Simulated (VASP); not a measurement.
# Ru (C2/m) in VASP: a series of runs

Ru is run at these levels: PBE; tasks: single point.

All numbers are computed with VASP 6.6.1; they aren't measurements. Logs are shortened: lines on timing, memory, paths and dates and some standing lists are left out, and cuts for length are marked.

## Step 1: The cell of the first run

Symmetry: C2/m, No. 12, monoclinic system. The conventional cell has a = 4.687 Å, b = 2.706 Å, c = 4.282 Å, α = 90.00°, β = 90.00°, γ = 90.00°. Within 3.2 Å of Ru (site symmetry m) lie 12 Ru at 2.44 to 2.82 Å.

## Step 2: Single point, PBE (atom 1 (Ru) moved by (+0.150, -0.150) A along y and z)

Contents of INCAR:

```
SYSTEM = Ru
  ALGO = Fast
  EDIFF = 1E-6
  ENCUT = 520
  GGA = PE
  ISIF = 2
  ISMEAR = 0
  LASPH = .TRUE.
  LCHARG = .FALSE.
  LREAL = .FALSE.
  LWAVE = .FALSE.
  NBANDS = 21
  NELM = 100
  PREC = Accurate
  SIGMA = 0.15
```

Contents of KPOINTS:

```
k-points
0
G
  24 24 12
  0 0 0
```

Contents of POSCAR:

```
Ru
1.0
    2.7057993342      0.0000000000      0.0000000000
   -1.3528996671      2.3432909610      0.0000000000
    0.0000000000      0.0000000000      4.2819000000
Ru
2
Direct
    0.3653396020      0.7306792039      0.2149688223
    0.6666666667      0.3333333333      0.7500000000
```

Potentials or basis: VASP PAW PBE potentials, release 64 (Ru_pv).

Command:

```
> cat potpaw_PBE.64/Ru_pv/POTCAR > POTCAR
> mpirun -np 1 vasp_std > vasp.out
```

OUTCAR:

```text
SYSTEM = Ru
   EDIFF = 1E-6
   ENCUT = 520
   GGA = PE
   ISIF = 2
   ISMEAR = 0
   LASPH = .TRUE.
   LREAL = .FALSE.
   NELM = 100
   PREC = Accurate

 ion  position               nearest neighbor table
   1  0.365  0.731  0.215-   2 2.44   2 2.58   2 2.58   2 2.69   2 2.82   2 2.82
   2  0.667  0.333  0.750-   1 2.44   1 2.58   1 2.58   1 2.69   1 2.82   1 2.82

  LATTYP: Found a hexagonal cell.
 ALAT       =     2.7057993342
 C/A-ratio  =     1.5824898565

  Lattice vectors:

 A1 = (   2.7057993342,   0.0000000000,   0.0000000000)
 A2 = (  -1.3528996671,   2.3432909610,   0.0000000000)
 A3 = (   0.0000000000,   0.0000000000,   4.2819000000)

Analysis of symmetry for initial positions (statically):
=====================================================================
 Subroutine PRICEL returns:
 Original cell was already a primitive cell.

 Routine SETGRP: Setting up the symmetry group for a
 hexagonal supercell.

 Subroutine GETGRP returns: Found  4 space group operations
 (whereof  2 operations were pure point group operations)
 out of a pool of 24 trial point group operations.

The static configuration has the point symmetry C_1h.
 The point group associated with its full space group is C_2h.

Analysis of symmetry for dynamics (positions and initial velocities):
=====================================================================
 Subroutine PRICEL returns:
 Original cell was already a primitive cell.

 Routine SETGRP: Setting up the symmetry group for a
 hexagonal supercell.

 Subroutine GETGRP returns: Found  4 space group operations
 (whereof  2 operations were pure point group operations)
 out of a pool of 24 trial point group operations.

The dynamic configuration has the point symmetry C_1h.
 The point group associated with its full space group is C_2h.

 Subroutine INISYM returns: Found  4 space group operations
 (whereof  2 operations are pure point group operations),
 and found     1 'primitive' translations

----------------------------------------------------------------------------------------

                                     Primitive cell

  volume of cell :      27.1493

  direct lattice vectors                    reciprocal lattice vectors
     2.705799334  0.000000000  0.000000000     0.369576556  0.213375124  0.000000000
    -1.352899667  2.343290961  0.000000000     0.000000000  0.426750249  0.000000000
     0.000000000  0.000000000  4.281900000     0.000000000  0.000000000  0.233541185

  length of vectors
     2.705799334  2.705799334  4.281900000     0.426750249  0.426750249  0.233541185

  position of ions in fractional coordinates (direct lattice)
     0.365339602  0.730679204  0.214968822
     0.666666667  0.333333333  0.750000000

  ion indices of the primitive-cell ions
   primitive index   ion index
                 1           1
                 2           2

----------------------------------------------------------------------------------------

 KPOINTS: k-points

Automatic generation of k-mesh.
 Grid dimensions read from file:
 generate k-points for:   24   24   12

 Generating k-lattice:

  Cartesian coordinates                     Fractional coordinates (reciprocal lattice)
     0.015399023  0.008890630  0.000000000     0.041666667  0.000000000  0.000000000
     0.000000000  0.017781260  0.000000000     0.000000000  0.041666667  0.000000000
     0.000000000  0.000000000  0.019461765     0.000000000  0.000000000  0.083333333

  Length of vectors
     0.017781260  0.017781260  0.019461765

  Shift w.r.t. Gamma in fractional coordinates (k-lattice)
     0.000000000  0.000000000  0.000000000

 Subroutine IBZKPT returns following result:
 ===========================================

 Found   1814 irreducible k-points:

 Following reciprocal coordinates:
            Coordinates               Weight
  0.000000  0.000000  0.000000      1.000000
  0.041667  0.000000  0.000000      4.000000
  0.000000  0.041667  0.000000      2.000000
  0.083333  0.000000  0.000000      4.000000
  0.000000  0.083333  0.000000      2.000000
  0.125000  0.000000  0.000000      4.000000
[... 16 lines left out ...]
  0.000000  0.458333  0.000000      2.000000
  0.500000  0.000000  0.000000      2.000000
 [... further k-points ...]
   k-points           NKPTS =   1814   k-points in BZ     NKDIM =   1814   number of bands    NBANDS=     21
   number of dos      NEDOS =    301   number of ions     NIONS =      2
   total plane-waves  NPLWV =  12800
   dimension x,y,z NGX =    20 NGY =   20 NGZ =   32
   dimension x,y,z NGXF=    40 NGYF=   40 NGZF=   64
   ions per type =               2
   NGX,Y,Z   is equivalent  to a cutoff of  12.29, 12.29, 12.42 a.u.
   NGXF,Y,Z  is equivalent  to a cutoff of  24.58, 24.58, 24.85 a.u.
 SYSTEM =  Ru
   PREC   = accura    normal or accurate (medium, high low for compatibility)
   ISTART =      0    job   : 0-new  1-cont  2-samecut
   ICHARG =      2    charge: 1-file 2-atom 10-const
   ISPIN  =      1    spin polarized calculation?
   LNONCOLLINEAR =      F non collinear calculations
   LSORBIT =      F    spin-orbit coupling
   LASPH  =      T    aspherical Exc in radial PAW
   ENCUT  =  520.0 eV  38.22 Ry    6.18 a.u.   5.03  5.03  7.96*2*pi/ulx,y,z
   NELM   =    100;   NELMIN=  2; NELMDL= -5     # of ELM steps
   EDIFF  = 0.1E-05   stopping-criterion for ELM
   LREAL  =      F    real-space projection
   EDIFFG = 0.1E-04   stopping-criterion for IOM
   NSW    =      0    number of steps for IOM
   IBRION =     -1    ionic relax: 0-MD 1-quasi-New 2-CG
   NFREE  =      0    steps in history (QN), initial steepest desc. (CG)
   ISIF   =      2    stress and relaxation
   ISYM   =      2    0-nonsym 1-usesym 2-fastsym
   POTIM  = 0.5000    time-step for ionic-motion
   TEBEG  =    0.0;   TEEND  =   0.0 temperature during run
   PSTRESS=    0.0 pullay stress
   NELECT =      28.0000    total number of electrons
   NUPDOWN=      -1.0000    fix difference up-down
   EMIN   =  10.00;   EMAX   =-10.00  energy-range for DOS
   EFERMI =   0.00;   METHOD = LEGACY
   ISMEAR =     0;   SIGMA  =   0.15  broadening in eV -4-tet -1-fermi 0-gaus
   EFERMI_NEDOS =   21; number of points for ismear=-14 and -15
   IALGO  =     68    algorithm
   IMIX   =      4    mixing-type and parameters
     AMIX     =   0.40;   BMIX     =  1.00
     AMIX_MAG =   1.60;   BMIX_MAG =  1.00
  volume/ion in A,a.u.               =      13.57        91.61
  Fermi-wavevector in a.u.,A,eV,Ry     =   1.654022  3.125649 37.222686  2.735790
  Thomas-Fermi vector in A             =   2.742361
   LORBIT       =      0    0 simple, 1 ext, 2 COOP (PROOUT), +10 PAW based schemes
   GGA     = PE    functional components
   LHFCALC =     F    Hartree Fock is set to
   AEXX    =    0.0000 exact exchange contribution
   IVDW    =     0    specifies the selected vdW correction
   LEPSILON=     F    determine dielectric tensor
   LRPA    =     F    only Hartree local field effects (RPA)
 non-spin polarized calculation
 RMM-DIIS sequential band-by-band and
 Gauss-broadening in eV      SIGMA  =   0.15
  energy-cutoff  :      520.00
  volume of cell :       27.15
 maximum number of plane-waves:       756
   NGX =  9   NGY =  9   NGZ = 15

 number of electron      28.0000007 magnetization

 Free energy of the ion-electron system (eV)
  ---------------------------------------------------
  ext. energy  EPLUGINS =         0.00000000
  ---------------------------------------------------
  free energy    TOTEN  =       -18.24535469 eV

  energy without entropy =      -18.22441376  energy(sigma->0) =      -18.23488422

 E-fermi :  12.8967     XC(G=0): -14.1024

 val. band max:       12.8965820408   @ k =   0.1250   0.0833   0.4167
 cond. band min:      12.8974404591   @ k =   0.4167   0.0000   0.5000
 fundamental gap:      0.0008584184
 Fermi energy:        12.8966506649

 k-point     1 :       0.0000    0.0000    0.0000
  band No.  band energies     occupation
      1     -30.8698      2.00000
      2     -29.9328      2.00000
      3     -29.8225      2.00000
      4     -29.7033      2.00000
      5     -29.6733      2.00000
      6     -29.6149      2.00000
[... 13 lines left out ...]
     20      23.2938      0.00000
     21      23.3025      0.00000

 k-point     2 :       0.0417    0.0000    0.0000
  band No.  band energies     occupation
      1     -30.8645      2.00000
      2     -29.9394      2.00000
      3     -29.8348      2.00000
      4     -29.7137      2.00000
      5     -29.6768      2.00000
      6     -29.6164      2.00000
[... 13 lines left out ...]
     20      23.2937      0.00000
     21      23.3024      0.00000

 k-point     3 :       0.0000    0.0417    0.0000
  band No.  band energies     occupation
      1     -30.8636      2.00000
      2     -29.9466      2.00000
      3     -29.8283      2.00000
      4     -29.7036      2.00000
      5     -29.6864      2.00000
      6     -29.6174      2.00000
[... 13 lines left out ...]
     20      23.2937      0.00000
     21      23.3025      0.00000

 k-point     4 :       0.0833    0.0000    0.0000
  band No.  band energies     occupation
      1     -30.8487      2.00000
      2     -29.9610      2.00000
      3     -29.8678      2.00000
      4     -29.7470      2.00000
      5     -29.6847      2.00000
      6     -29.6210      2.00000
[... 13 lines left out ...]
     20      23.2944      0.00000
     21      23.3025      0.00000

 k-point     5 :       0.0000    0.0833    0.0000
  band No.  band energies     occupation
      1     -30.8451      2.00000
      2     -29.9864      2.00000
      3     -29.8446      2.00000
      4     -29.7253      2.00000
      5     -29.7051      2.00000
      6     -29.6247      2.00000
[... 13 lines left out ...]
     20      23.2938      0.00000
     21      23.3026      0.00000
[... 382 lines left out ...]
     20      23.5937      0.00000
     21      24.6544      0.00000

 k-point    22 :       0.4583   -0.0000    0.0000
  band No.  band energies     occupation
      1     -30.6362      2.00000
      2     -30.5821      2.00000
      3     -30.2625      2.00000
      4     -30.1196      2.00000
      5     -29.8376      2.00000
      6     -29.7886      2.00000
[... 13 lines left out ...]
     20      24.8250      0.00000
     21      26.2398      0.00000

 k-point    23 :       0.0000    0.4583    0.0000
  band No.  band energies     occupation
      1     -30.6963      2.00000
      2     -30.5155      2.00000
      3     -30.1484      2.00000
      4     -30.0854      2.00000
      5     -30.0073      2.00000
      6     -29.7871      2.00000
[... 13 lines left out ...]
     20      25.3290      0.00000
     21      26.0381      0.00000

 k-point    24 :       0.5000    0.0000    0.0000
  band No.  band energies     occupation
      1     -30.6484      2.00000
      2     -30.5832      2.00000
      3     -30.2633      2.00000
      4     -30.1229      2.00000
      5     -29.8438      2.00000
      6     -29.7918      2.00000
[... 13 lines left out ...]
     20      25.1166      0.00000
     21      26.0922      0.00000

 [... further k-points ...]

------------------------ aborting loop because EDIFF is reached ----------------------------------------

  FORCE on cell =-STRESS in cart. coord.  units (eV):
  Direction    XX          YY          ZZ          XY          YZ          ZX
  --------------------------------------------------------------------------------------
  -------------------------------------------------------------------------------------
  Total        0.7384225      1.8398581      2.4593226      0.0000000     -0.7049190      0.0000000
  in kB       43.5769864    108.5766883    145.1335301      0.0000000    -41.5998228      0.0000000
  external PRESSURE =      99.0957350 kB  Pullay stress =       0.0000000 kB

 VOLUME and BASIS-vectors are now :
 -----------------------------------------------------------------------------
  energy-cutoff  :      520.00
  volume of cell :       27.15
      direct lattice vectors                 reciprocal lattice vectors
     2.705799334  0.000000000  0.000000000     0.369576556  0.213375124  0.000000000
    -1.352899667  2.343290961  0.000000000     0.000000000  0.426750249  0.000000000
     0.000000000  0.000000000  4.281900000     0.000000000  0.000000000  0.233541185

 POSITION                                       TOTAL-FORCE (eV/Angst)
 -----------------------------------------------------------------------------------
      0.00000      1.71219      0.92048         0.000000     -1.038571      2.033509
      1.35290      0.78110      3.21143        -0.000000      1.038571     -2.033509
 -----------------------------------------------------------------------------------
    total drift:                               -0.000000      0.000003      0.000053

  FREE ENERGIE OF THE ION-ELECTRON SYSTEM (eV)
  ---------------------------------------------------
  free  energy   TOTEN  =       -18.2453546868 eV

  energy  without entropy=      -18.2244137593  energy(sigma->0) =      -18.23488422
```

Run time: 9.8 min. Hardware: 1 thread of Intel Xeon Platinum 8259CL at 2.50GHz (Skylake/Cascade Lake), shared host; peak memory 0.82 GiB.

Results:

```yaml
Free_energy: -18.2454 eV
Pressure: 9.9 GPa
Largest_force: 2.283 eV/Å
Band_gap_on_the_k_mesh: zero (bands 14 and 15 overlap by 2.95 eV)
```

Forces in eV/Å, atoms in the order of the input:
```
Ru   0.000 -1.039  2.034
Ru   0.000  1.039 -2.034
```

Stress tensor (GPa, compression positive):
```
 4.36  0.00  0.00
 0.00 10.86 -4.16
 0.00 -4.16 14.51
```

Caveat: the cell differs from its parent crystal (atom 1 (Ru) moved by (+0.150, -0.150) A along y and z); the stress differs along the axes, from 4 to 15 GPa; forces of over 1 eV/Å act on the atoms, so gaps and moduli don't describe the material at rest.

## Step 3: Single point, PBE (atom 1 (Ru) moved by (+0.150, -0.300) A along y and z)

Contents of INCAR:

```
ALGO = Fast
EDIFF = 1E-6
ENCUT = 520
GGA = PE
ISIF = 2
ISMEAR = 0
LASPH = T
LCHARG = F
LREAL = F
LWAVE = F
NBANDS = 21
NELM = 100
PREC = Accurate
SIGMA = 0.15
```

Contents of KPOINTS:

```
k-points
0
Gamma
  24 24 12
```

POSCAR: that of step 2 with these lines changed.

```diff
@@ -8,3 +8,3 @@
 Direct
-    0.3653396020      0.7306792039      0.2149688223
+    0.3653396020      0.7306792039      0.1799376445
     0.6666666667      0.3333333333      0.7500000000
```

Potentials or basis: VASP PAW PBE potentials, release 64 (Ru_pv).

Command:

```
> cat potpaw_PBE.64/Ru_pv/POTCAR > POTCAR
> mpirun -np 1 vasp_std > vasp.out
```

OUTCAR:

```text
EDIFF = 1E-6
   ENCUT = 520
   GGA = PE
   ISIF = 2
   ISMEAR = 0
   LASPH = T
   LREAL = F
   NELM = 100
   PREC = Accurate

 ion  position               nearest neighbor table
   1  0.365  0.731  0.180-   2 2.32   2 2.47   2 2.47   2 2.82   2 2.94   2 2.94
   2  0.667  0.333  0.750-   1 2.32   1 2.47   1 2.47   1 2.82   1 2.94   1 2.94

  LATTYP: Found a hexagonal cell.
 ALAT       =     2.7057993342
 C/A-ratio  =     1.5824898565

  Lattice vectors:

 A1 = (   2.7057993342,   0.0000000000,   0.0000000000)
 A2 = (  -1.3528996671,   2.3432909610,   0.0000000000)
 A3 = (   0.0000000000,   0.0000000000,   4.2819000000)

Analysis of symmetry for initial positions (statically):
=====================================================================
 Subroutine PRICEL returns:
 Original cell was already a primitive cell.

 Routine SETGRP: Setting up the symmetry group for a
 hexagonal supercell.

 Subroutine GETGRP returns: Found  4 space group operations
 (whereof  2 operations were pure point group operations)
[... 161 lines left out ...]
  ext. energy  EPLUGINS =         0.00000000
  ---------------------------------------------------
  free energy    TOTEN  =       -17.74120886 eV

  energy without entropy =      -17.71894487  energy(sigma->0) =      -17.73007686

 E-fermi :  12.9852     XC(G=0): -14.0553

 val. band max:       12.9846560480   @ k =  -0.2500  -0.4167   0.3333
 cond. band min:      12.9856657686   @ k =  -0.4583  -0.2917   0.3333
 fundamental gap:      0.0010097206
 Fermi energy:        12.9851719830

 k-point     1 :       0.0000    0.0000    0.0000
  band No.  band energies     occupation
      1     -31.0203      2.00000
      2     -30.0040      2.00000
      3     -29.8630      2.00000
      4     -29.6890      2.00000
      5     -29.6342      2.00000
      6     -29.5285      2.00000
[... 565 lines left out ...]
     20      26.0866      0.00000
     21      26.1848      0.00000

 [... further k-points ...]

------------------------ aborting loop because EDIFF is reached ----------------------------------------

  FORCE on cell =-STRESS in cart. coord.  units (eV):
  Direction    XX          YY          ZZ          XY          YZ          ZX
  --------------------------------------------------------------------------------------
  -------------------------------------------------------------------------------------
  Total        1.6148542      3.5410921      6.5875156      0.0000000     -1.4533050      0.0000000
  in kB       95.2983907    208.9726677    388.7531465      0.0000000    -85.7647878      0.0000000
  external PRESSURE =     231.0080683 kB  Pullay stress =       0.0000000 kB

 VOLUME and BASIS-vectors are now :
 -----------------------------------------------------------------------------
  energy-cutoff  :      520.00
  volume of cell :       27.15
      direct lattice vectors                 reciprocal lattice vectors
     2.705799334  0.000000000  0.000000000     0.369576556  0.213375124  0.000000000
    -1.352899667  2.343290961  0.000000000     0.000000000  0.426750249  0.000000000
     0.000000000  0.000000000  4.281900000     0.000000000  0.000000000  0.233541185

 POSITION                                       TOTAL-FORCE (eV/Angst)
 -----------------------------------------------------------------------------------
      0.00000      1.71219      0.77047         0.000000     -1.186836      4.885392
      1.35290      0.78110      3.21143         0.000000      1.186836     -4.885392
 -----------------------------------------------------------------------------------
    total drift:                               -0.000000     -0.000002     -0.000000

  FREE ENERGIE OF THE ION-ELECTRON SYSTEM (eV)
  ---------------------------------------------------
  free  energy   TOTEN  =       -17.7412088609 eV

  energy  without entropy=      -17.7189448670  energy(sigma->0) =      -17.73007686
```

stdout:

```text
POSCAR found type information on POSCAR Ru
 POSCAR found :  1 types and       2 ions
 scaLAPACK will be used
 LDA part: xc-table for (Slater+PW92), standard interpolation
 POSCAR, INCAR and KPOINTS ok, starting setup
 FFT: planning ... GRIDC
 FFT: planning ... GRID_SOFT
 FFT: planning ... GRID
 WAVECAR not read
 entering main loop
WARNING in EDDRMM: call to ZHEGV failed, returncode =   8  4     19
WARNING in EDDRMM: call to ZHEGV failed, returncode =   8  4     20
WARNING in EDDRMM: call to ZHEGV failed, returncode =   6  3     20
WARNING in EDDRMM: call to ZHEGV failed, returncode =   6  3     21
```

Run time: 11 min. Hardware: 1 thread of Intel Xeon 8259CL, shared host; peak memory 0.83 GiB.

What came out:

```
Free energy            : -17.7412 eV
Pressure               : 23.1 GPa
Largest force          : 5.027 eV/Å
Band gap on the k mesh : zero (bands 14 and 15 overlap by 2.64 eV)
```

Forces on the atoms (eV/Å):
```
Ru   0.000 -1.187  4.885
Ru   0.000  1.187 -4.885
```

Stress tensor (GPa, compression positive):
```
 9.53  0.00  0.00
 0.00 20.90 -8.58
 0.00 -8.58 38.88
```

Caveat: the cell differs from its parent crystal (atom 1 (Ru) moved by (+0.150, -0.300) A along y and z); the stress differs along the axes, from 10 to 39 GPa; forces of over 1 eV/Å act on the atoms, so gaps and moduli don't describe the material at rest.
